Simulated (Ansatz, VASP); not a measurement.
**GaAs: VASP beside Ansatz**

The input POSCAR:

```
GaAs
1.0
    0.0000000000      2.7812476708      2.9203100543
    2.7812476708      0.0000000000      2.9203100543
    2.7812476708      2.7812476708      0.0000000000
Ga As
1 1
Direct
    0.0000000000      0.0000000000      0.0000000000
    0.7500000000      0.7500000000      0.7500000000
```

INCAR.step1

```
SYSTEM = GaAs
ALGO     = Normal         ! electronic algorithm
EDIFF    = 1E-4           ! SCF threshold, eV
ENCUT    = 520            ! plane-wave cutoff, eV
GGA      = PE             ! functional
ISMEAR   = 0              ! smearing method
LASPH    = .True.         ! aspherical terms in the spheres
LCHARG   = .False.        ! write CHGCAR
LREAL    = .False.        ! projectors in reciprocal space
LWAVE    = .True.         ! write WAVECAR
NBANDS   = 16             ! bands
NELM     = 60             ! most SCF steps
PREC     = Accurate       ! precision mode
SIGMA    = 0.05           ! smearing width, eV
```

Contents of INCAR.step2:

```
SYSTEM = GaAs
ALGO     = Normal         ! electronic algorithm
EDIFF    = 1E-7           ! SCF threshold, eV
ENCUT    = 520            ! plane-wave cutoff, eV
ISIF     = 2              ! what is computed and relaxed
ISMEAR   = 0              ! smearing method
ISTART   = 1            
LASPH    = .True.         ! aspherical terms in the spheres
LCHARG   = .False.        ! write CHGCAR
LMIXTAU  = .True.       
LREAL    = .False.        ! projectors in reciprocal space
LWAVE    = .False.        ! write WAVECAR
METAGGA  = R2SCAN         ! meta-GGA
NBANDS   = 16             ! bands
NELM     = 60             ! most SCF steps
PREC     = Accurate       ! precision mode
SIGMA    = 0.05           ! smearing width, eV
```

File KPOINTS:

```
k-points
0
Gamma
  10 10 10
  0 0 0
```

Input for Ansatz:

```yaml
crystal:
  lattice:
    - [0.0, 2.7812476708, 2.9203100543]
    - [2.7812476708, 0.0, 2.9203100543]
    - [2.7812476708, 2.7812476708, 0.0]
  atoms:
    - { symbol: Ga, position: [0.0, 0.0, 0.0] }
    - { symbol: As, position: [0.75, 0.75, 0.75] }
basis:
  ecutwfc: 500
kpoints:
  mp_grid: { grid: [10, 10, 10] }
hamiltonian:
  xc: r2scan
scf:
  occupations: { method: gaussian, width: 0.05 }
output:
  forces: true
  stress: true
  eigenvalues: true
```

Alike in both runs: task single point; functional r2SCAN; k mesh 10 × 10 × 10; occupations gaussian, width 0.05 eV; no spin polarisation.

|  | VASP | Ansatz |
| --- | --- | --- |
| version | VASP 6.6.1 | Ansatz 0.2.0 |
| potentials or method | VASP PAW PBE potentials, release 64 (Ga_d, As), cutoff 520 eV | scalar-relativistic, plane waves, PAW |
| valence electrons in the cell | 18 | 28 |

|  | VASP | Ansatz | Ansatz less VASP |
| --- | --- | --- | --- |
| gap on the k mesh at the Fermi level (eV) | 0.87 | 0.89 | +0.020 |
| least direct gap on the mesh (eV) | 0.87 | 0.89 | +0.020 |
| pressure (GPa) | 0.6 | 0.5 | -0.14 |
| traceless stress, the component that is largest in VASP (GPa) | -2.39 | -2.39 | -0.003 |

VASP's potentials were made for PBE, not for r2SCAN. With one functional, cell and mesh, what is left measures potentials, basis and numerics. VASP's potentials hold 18 valence electrons a cell and Ansatz's 28, so a difference there can come from the potentials and not from the codes.
